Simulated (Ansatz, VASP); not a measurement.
**W: VASP beside Ansatz**

File INCAR:

```
  PREC = Accurate
  ENCUT = 520
  EDIFF = 1E-6
  ISMEAR = -1
  SIGMA = 0.1
  LREAL = False
  LASPH = True
  NELM = 80
  ALGO = Normal
  ISIF = 2
  LWAVE = False
  LCHARG = False
  GGA = PS
  NBANDS = 21
```

KPOINTS

```
Automatic mesh
0
Gamma
  14 14 14
```

POSCAR

```
W
1.0
    0.0000000000      2.5316570973      2.5316570973
    2.5316570973      0.0000000000      2.5316570973
    2.5316570973      2.5316570973      0.0000000000
W
2
Direct
   -0.1250000000     -0.1250000000     -0.1250000000
    0.1250000000      0.1250000000      0.1250000000
```

Input for Ansatz:

```yaml
crystal:
  lattice:
    - [0.0, 2.5316570973, 2.5316570973]
    - [2.5316570973, 0.0, 2.5316570973]
    - [2.5316570973, 2.5316570973, 0.0]
  atoms:
    - { symbol: W, position: [-0.125, -0.125, -0.125] }
    - { symbol: W, position: [0.125, 0.125, 0.125] }
kpoints:
  mp_grid: { grid: [14, 14, 14] }
scf:
  occupations: { method: fermi_dirac, width: 0.1 }
hamiltonian:
  xc: pbesol
  pseudopotentials: { kind: all_electron, lapw: { basis_error: 0.001 } }
output:
  forces: true
  stress: true
  eigenvalues: true
  populations: true
```

Change from the starting cell: volume scaled by 0.68, LAPW.

Alike in both runs: task single point; functional PBEsol; k mesh 14 × 14 × 14; occupations fermi-dirac, width 0.1 eV; no spin polarisation.

|  | VASP | Ansatz |
| --- | --- | --- |
| version | VASP 6.6.1 | Ansatz 0.2.0 |
| potentials or method | VASP PAW PBE potentials, release 64 (W_sv), cutoff 520 eV | all-electron LAPW, scalar-relativistic |

VASP gave:

- pressure (GPa): 112.9

**Question.** Estimate Ansatz's values.

**Answer.** Pressure (GPa): 105.2.

VASP's potentials were made for PBE, not for PBEsol. Both programs put the cell under a high pressure, so it lies far from rest at this level. Ansatz ran all-electron here, and VASP with PAW potentials.

Neither program's run includes spin-orbit coupling. Noted on VASP's run: the cell as given lies far from equilibrium.
